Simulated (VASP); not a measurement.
# Pt (P6_3/mmc) in VASP: single point with LDA

Aim: the single point of Pt with LDA.

Program: VASP 6.6.1. These are calculated values, not measurements. Logs are shortened: lines on timing, memory, paths and dates and some standing lists are left out, and cuts for length are marked.

### Step 1. The cell of the first run

Symmetry: P6_3/mmc, No. 194, hexagonal system. Conventional cell: a = 2.623 Å, b = 2.623 Å, c = 5.032 Å, α = 90.00°, β = 90.00°, γ = 120.00°. Pt (site symmetry -6m2) has 12 Pt at 2.62 to 2.94 Å within 3.5 Å.

### Step 2. Single point, LDA (strain -0.050 along x and y, +0.050 along z)

Input file INCAR:

```
SYSTEM = Pt
ALGO     = Fast           ! electronic algorithm
EDIFF    = 1E-6           ! SCF threshold, eV
ENCUT    = 520            ! plane-wave cutoff, eV
ISIF     = 2              ! what is computed and relaxed
ISMEAR   = 0              ! smearing method
LASPH    = .TRUE.         ! aspherical terms in the spheres
LCHARG   = .FALSE.        ! write CHGCAR
LREAL    = .FALSE.        ! projectors in reciprocal space
LWAVE    = .FALSE.        ! write WAVECAR
NBANDS   = 17             ! bands
NELM     = 60             ! most SCF steps
PREC     = Accurate       ! precision mode
SIGMA    = 0.15           ! smearing width, eV
```

Input file KPOINTS:

```
k-points
0
G
  21 21 10
  0 0 0
```

Input file POSCAR:

```
Pt
1.0
    2.6226323350      0.0000000000      0.0000000000
   -1.3113161675      2.2712662269      0.0000000000
    0.0000000000      0.0000000000      5.0317407000
Pt
2
Direct
    0.6666666667      0.3333333333      0.7500000000
    0.3333333333      0.6666666667      0.2500000000
```

Potentials or basis: VASP PAW LDA potentials, release 64 (Pt).

Command:

```
$ cat potpaw_LDA.64/Pt/POTCAR > POTCAR
$ mpirun -np 1 vasp_std > vasp.out
```

OUTCAR:

```text
SYSTEM = Pt
   EDIFF = 1E-6
   ENCUT = 520
   ISIF = 2
   ISMEAR = 0
   LASPH = .TRUE.
   LREAL = .FALSE.
   NELM = 60
   PREC = Accurate

 ion  position               nearest neighbor table
   1  0.667  0.333  0.750-   2 2.94   2 2.94   2 2.94   2 2.94   2 2.94   2 2.94
   2  0.333  0.667  0.250-   1 2.94   1 2.94   1 2.94   1 2.94   1 2.94   1 2.94

  LATTYP: Found a hexagonal cell.
 ALAT       =     2.6226323350
 C/A-ratio  =     1.9185841007

  Lattice vectors:

 A1 = (   2.6226323350,   0.0000000000,   0.0000000000)
 A2 = (  -1.3113161675,   2.2712662269,   0.0000000000)
 A3 = (   0.0000000000,   0.0000000000,   5.0317407000)

Analysis of symmetry for initial positions (statically):
=====================================================================
 Subroutine PRICEL returns:
 Original cell was already a primitive cell.

 Routine SETGRP: Setting up the symmetry group for a
 hexagonal supercell.

 Subroutine GETGRP returns: Found 24 space group operations
 (whereof 12 operations were pure point group operations)
 out of a pool of 24 trial point group operations.

The static configuration has the point symmetry D_3d.
 The point group associated with its full space group is D_6h.

Analysis of symmetry for dynamics (positions and initial velocities):
=====================================================================
 Subroutine PRICEL returns:
 Original cell was already a primitive cell.

 Routine SETGRP: Setting up the symmetry group for a
 hexagonal supercell.

 Subroutine GETGRP returns: Found 24 space group operations
 (whereof 12 operations were pure point group operations)
 out of a pool of 24 trial point group operations.

The dynamic configuration has the point symmetry D_3d.
 The point group associated with its full space group is D_6h.

 Subroutine INISYM returns: Found 24 space group operations
 (whereof 12 operations are pure point group operations),
 and found     1 'primitive' translations

----------------------------------------------------------------------------------------

                                     Primitive cell

  volume of cell :      29.9726

  direct lattice vectors                    reciprocal lattice vectors
     2.622632335  0.000000000  0.000000000     0.381296298  0.220141520  0.000000000
    -1.311316168  2.271266227  0.000000000     0.000000000  0.440283040  0.000000000
     0.000000000  0.000000000  5.031740700     0.000000000  0.000000000  0.198738381

  length of vectors
     2.622632335  2.622632335  5.031740700     0.440283040  0.440283040  0.198738381

  position of ions in fractional coordinates (direct lattice)
     0.666666667  0.333333333  0.750000000
     0.333333333  0.666666667  0.250000000

  ion indices of the primitive-cell ions
   primitive index   ion index
                 1           1
                 2           2

----------------------------------------------------------------------------------------

 KPOINTS: k-points

Automatic generation of k-mesh.
 Grid dimensions read from file:
 generate k-points for:   21   21   10

 Generating k-lattice:

  Cartesian coordinates                     Fractional coordinates (reciprocal lattice)
     0.018156967  0.010482930  0.000000000     0.047619048  0.000000000  0.000000000
     0.000000000  0.020965859  0.000000000     0.000000000  0.047619048  0.000000000
     0.000000000  0.000000000  0.019873838     0.000000000  0.000000000  0.100000000

  Length of vectors
     0.020965859  0.020965859  0.019873838

  Shift w.r.t. Gamma in fractional coordinates (k-lattice)
     0.000000000  0.000000000  0.000000000

 Subroutine IBZKPT returns following result:
 ===========================================

 Found    288 irreducible k-points:

 Following reciprocal coordinates:
            Coordinates               Weight
  0.000000  0.000000  0.000000      1.000000
  0.047619  0.000000  0.000000      6.000000
  0.095238  0.000000  0.000000      6.000000
  0.142857  0.000000  0.000000      6.000000
  0.190476  0.000000  0.000000      6.000000
  0.238095  0.000000  0.000000      6.000000
[... 16 lines left out ...]
  0.142857  0.095238  0.000000     12.000000
  0.190476  0.095238  0.000000     12.000000
 [... further k-points ...]
   k-points           NKPTS =    288   k-points in BZ     NKDIM =    288   number of bands    NBANDS=     17
   number of dos      NEDOS =    301   number of ions     NIONS =      2
   total plane-waves  NPLWV =  16000
   dimension x,y,z NGX =    20 NGY =   20 NGZ =   40
   dimension x,y,z NGXF=    40 NGYF=   40 NGZF=   80
   ions per type =               2
   NGX,Y,Z   is equivalent  to a cutoff of  12.68, 12.68, 13.22 a.u.
   NGXF,Y,Z  is equivalent  to a cutoff of  25.36, 25.36, 26.43 a.u.
 SYSTEM =  Pt
   PREC   = accura    normal or accurate (medium, high low for compatibility)
   ISTART =      0    job   : 0-new  1-cont  2-samecut
   ICHARG =      2    charge: 1-file 2-atom 10-const
   ISPIN  =      1    spin polarized calculation?
   LNONCOLLINEAR =      F non collinear calculations
   LSORBIT =      F    spin-orbit coupling
   LASPH  =      T    aspherical Exc in radial PAW
   ENCUT  =  520.0 eV  38.22 Ry    6.18 a.u.   4.88  4.88  9.36*2*pi/ulx,y,z
   NELM   =     60;   NELMIN=  2; NELMDL= -5     # of ELM steps
   EDIFF  = 0.1E-05   stopping-criterion for ELM
   LREAL  =      F    real-space projection
   EDIFFG = 0.1E-04   stopping-criterion for IOM
   NSW    =      0    number of steps for IOM
   IBRION =     -1    ionic relax: 0-MD 1-quasi-New 2-CG
   NFREE  =      0    steps in history (QN), initial steepest desc. (CG)
   ISIF   =      2    stress and relaxation
   ISYM   =      2    0-nonsym 1-usesym 2-fastsym
   POTIM  = 0.5000    time-step for ionic-motion
   TEBEG  =    0.0;   TEEND  =   0.0 temperature during run
   PSTRESS=    0.0 pullay stress
   NELECT =      20.0000    total number of electrons
   NUPDOWN=      -1.0000    fix difference up-down
   EMIN   =  10.00;   EMAX   =-10.00  energy-range for DOS
   EFERMI =   0.00;   METHOD = LEGACY
   ISMEAR =     0;   SIGMA  =   0.15  broadening in eV -4-tet -1-fermi 0-gaus
   EFERMI_NEDOS =   21; number of points for ismear=-14 and -15
   IALGO  =     68    algorithm
   IMIX   =      4    mixing-type and parameters
     AMIX     =   0.40;   BMIX     =  1.00
     AMIX_MAG =   1.60;   BMIX_MAG =  1.00
  volume/ion in A,a.u.               =      14.99       101.13
  Fermi-wavevector in a.u.,A,eV,Ry     =   1.430574  2.703392 27.844885  2.046541
  Thomas-Fermi vector in A             =   2.550404
   LORBIT       =      0    0 simple, 1 ext, 2 COOP (PROOUT), +10 PAW based schemes
   GGA     = CA    functional components
   LHFCALC =     F    Hartree Fock is set to
   AEXX    =    0.0000 exact exchange contribution
   IVDW    =     0    specifies the selected vdW correction
   LEPSILON=     F    determine dielectric tensor
   LRPA    =     F    only Hartree local field effects (RPA)
 non-spin polarized calculation
 RMM-DIIS sequential band-by-band and
 Gauss-broadening in eV      SIGMA  =   0.15
  energy-cutoff  :      520.00
  volume of cell :       29.97
 maximum number of plane-waves:       828
 NGX is ok and might be reduce to    20
   NGX =  9   NGY =  9   NGZ = 19

 number of electron      20.0000001 magnetization

 Free energy of the ion-electron system (eV)
  ---------------------------------------------------
  ext. energy  EPLUGINS =         0.00000000
  ---------------------------------------------------
  free energy    TOTEN  =       -14.70803036 eV

  energy without entropy =      -14.67968601  energy(sigma->0) =      -14.69385819

 E-fermi :  11.1825     XC(G=0): -13.6938

 val. band max:       11.1798911779   @ k =   0.3810   0.1905   0.3000
 cond. band min:      11.1847511504   @ k =   0.2381   0.1429   0.4000
 fundamental gap:      0.0048599725
 Fermi energy:        11.1825314766

 k-point     1 :       0.0000    0.0000    0.0000
  band No.  band energies     occupation
      1       0.9079      2.00000
      2       3.1245      2.00000
      3       6.1988      2.00000
      4       7.3570      2.00000
      5       7.3570      2.00000
      6       7.6077      2.00000
[... 9 lines left out ...]
     16      28.3045      0.00000
     17      34.4130      0.00000

 k-point     2 :       0.0476    0.0000    0.0000
  band No.  band energies     occupation
      1       1.0054      2.00000
      2       3.2225      2.00000
      3       6.2365      2.00000
      4       7.3031      2.00000
      5       7.4348      2.00000
      6       7.5505      2.00000
[... 9 lines left out ...]
     16      28.4779      0.00000
     17      33.6065      0.00000

 k-point     3 :       0.0952    0.0000    0.0000
  band No.  band energies     occupation
      1       1.2914      2.00000
      2       3.5045      2.00000
      3       6.3315      2.00000
      4       7.1682      2.00000
      5       7.4064      2.00000
      6       7.6654      2.00000
[... 9 lines left out ...]
     16      28.9399      0.00000
     17      32.0133      0.00000

 k-point     4 :       0.1429    0.0000    0.0000
  band No.  band energies     occupation
      1       1.7446      2.00000
      2       3.9258      2.00000
      3       6.4092      2.00000
      4       6.9949      2.00000
      5       7.3154      2.00000
      6       7.7882      2.00000
[... 9 lines left out ...]
     16      29.4354      0.00000
     17      30.7431      0.00000
[... 343 lines left out ...]
      1       2.0110      2.00000
      2       4.1825      2.00000
      3       6.3885      2.00000
      4       7.0404      2.00000
      5       7.0519      2.00000
      6       7.5034      2.00000
[... 9 lines left out ...]
     16      28.9826      0.00000
     17      30.1567      0.00000

 k-point    23 :       0.1429    0.0952    0.0000
  band No.  band energies     occupation
      1       2.5848      2.00000
      2       4.6590      2.00000
      3       6.2714      2.00000
      4       6.7826      2.00000
      5       6.9629      2.00000
      6       7.2728      2.00000
[... 9 lines left out ...]
     16      28.0935      0.00000
     17      29.3022      0.00000

 k-point    24 :       0.1905    0.0952    0.0000
  band No.  band energies     occupation
      1       3.2249      2.00000
      2       4.9739      2.00000
      3       6.3189      2.00000
      4       6.4654      2.00000
      5       6.5784      2.00000
      6       7.6875      2.00000
[... 9 lines left out ...]
     16      27.7715      0.00000
     17      29.4732      0.00000

 [... further k-points ...]
[... 5 lines left out ...]
  --------------------------------------------------------------------------------------
  -------------------------------------------------------------------------------------
  Total        2.8799826      2.8799826     -2.6624833      0.0000000     -0.0000000      0.0000000
  in kB      153.9489547    153.9489547   -142.3225686      0.0000000     -0.0000000      0.0000000
  external PRESSURE =      55.1917803 kB  Pullay stress =       0.0000000 kB

 VOLUME and BASIS-vectors are now :
 -----------------------------------------------------------------------------
  energy-cutoff  :      520.00
  volume of cell :       29.97
      direct lattice vectors                 reciprocal lattice vectors
     2.622632335  0.000000000  0.000000000     0.381296298  0.220141520  0.000000000
    -1.311316168  2.271266227  0.000000000     0.000000000  0.440283040  0.000000000
     0.000000000  0.000000000  5.031740700     0.000000000  0.000000000  0.198738381

 POSITION                                       TOTAL-FORCE (eV/Angst)
 -----------------------------------------------------------------------------------
      1.31132      0.75709      3.77381        -0.000000     -0.000000      0.000000
     -0.00000      1.51418      1.25794         0.000000      0.000000      0.000000
 -----------------------------------------------------------------------------------
    total drift:                               -0.000000      0.000000     -0.000000

  FREE ENERGIE OF THE ION-ELECTRON SYSTEM (eV)
  ---------------------------------------------------
  free  energy   TOTEN  =       -14.7080303577 eV

  energy  without entropy=      -14.6796860145  energy(sigma->0) =      -14.69385819
```

It took 98 s on 1 thread of Intel Xeon Platinum 8488C (Sapphire Rapids), shared host; peak memory 0.22 GiB.

Results:

| Quantity | Value |
| --- | --- |
| Free energy | -14.7080 eV |
| Pressure | 5.5 GPa |
| Band gap on the k mesh | zero (band 10 reaches 12.14 eV, above the bottom of band 11 at 10.47 eV) |

Stress tensor (GPa, compression positive):
```
 15.39   0.00   0.00
  0.00  15.39   0.00
  0.00   0.00 -14.23
```

Caveat: the cell differs from its parent crystal (strain -0.050 along x and y, +0.050 along z); spin-orbit coupling is left out, which moves the levels of the heavy elements.
